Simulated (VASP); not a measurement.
The system is SiTe2.

```
Si Te
1.0
     4.00000    0.00000    0.00000
    -2.00000    3.46410    0.00000
     0.00000    0.00000    6.40000
Si Te
1 2
Direct
  0.00000 0.00000 0.00000
  0.33333 0.66667 0.25000
  0.66667 0.33333 0.75000
```

```yaml
Program: VASP 6.6.1
Task: relaxation of cell and atoms
Functional: LDA
Potentials_or_basis: VASP PAW LDA potentials, release 64 (Si, Te)
Cutoff: 600 eV
k_mesh: 5 × 5 × 3
Occupations: fermi-dirac, width 0.02 eV
Spin: no spin polarisation
```

At the start: pressure -6.2 GPa; volume 29.56 Å³/atom.

How do energy, volume and symmetry change on relaxing?

Over 15 steps the energy falls by 100.7 meV/atom and the volume is 26.41 Å³/atom (-10.7 %); space group P-3m1 (No. 164, to 0.05 Å).

The path:
| step | energy change (eV) | largest force (eV/Å) | pressure (GPa) | volume (Å³) |
| --- | --- | --- | --- | --- |
| 1 | 0.0000 | 0.3812 | -6.23 | 88.68 |
| 2 | -0.1880 | 0.8289 | 4.01 | 74.71 |
| 3 | -0.2354 | 0.4226 | 0.10 | 78.56 |
| 4 | -0.2684 | 0.2175 | 0.32 | 77.85 |
| 5 | -0.2701 | 0.1426 | 0.76 | 75.56 |
| 6 | -0.2908 | 0.1462 | 0.55 | 76.62 |
| 7 | -0.2925 | 0.0335 | 0.45 | 77.09 |
| 8 | -0.2932 | 0.0940 | 0.49 | 76.90 |
| 9 | -0.2933 | 0.0833 | 0.48 | 76.93 |
| 10 | -0.2958 | 0.1780 | -0.28 | 77.91 |
| 11 | -0.2958 | 0.1734 | -0.24 | 77.86 |
| 12 | -0.2985 | 0.1326 | -0.12 | 78.02 |
| 13 | -0.3014 | 0.0461 | 0.16 | 78.35 |
| 14 | -0.3016 | 0.0189 | 0.26 | 78.46 |
| 15 | -0.3021 | 0.0148 | -0.16 | 79.23 |

Final structure:
```cif
data_structure
_symmetry_space_group_name_H-M 'P 1'
_symmetry_Int_Tables_number 1
_cell_length_a 3.7313
_cell_length_b 3.7313
_cell_length_c 6.5709
_cell_angle_alpha 90.000
_cell_angle_beta 90.000
_cell_angle_gamma 120.000
_cell_volume 79.23
loop_
_atom_site_label
_atom_site_type_symbol
_atom_site_fract_x
_atom_site_fract_y
_atom_site_fract_z
_atom_site_occupancy
Si1 Si 0.00000 0.00000 0.00000 1
Te1 Te 0.33333 0.66667 0.24740 1
Te2 Te 0.66667 0.33333 0.75260 1
```

Caveat: the k points lie up to 0.39 Å⁻¹ apart in the final cell.
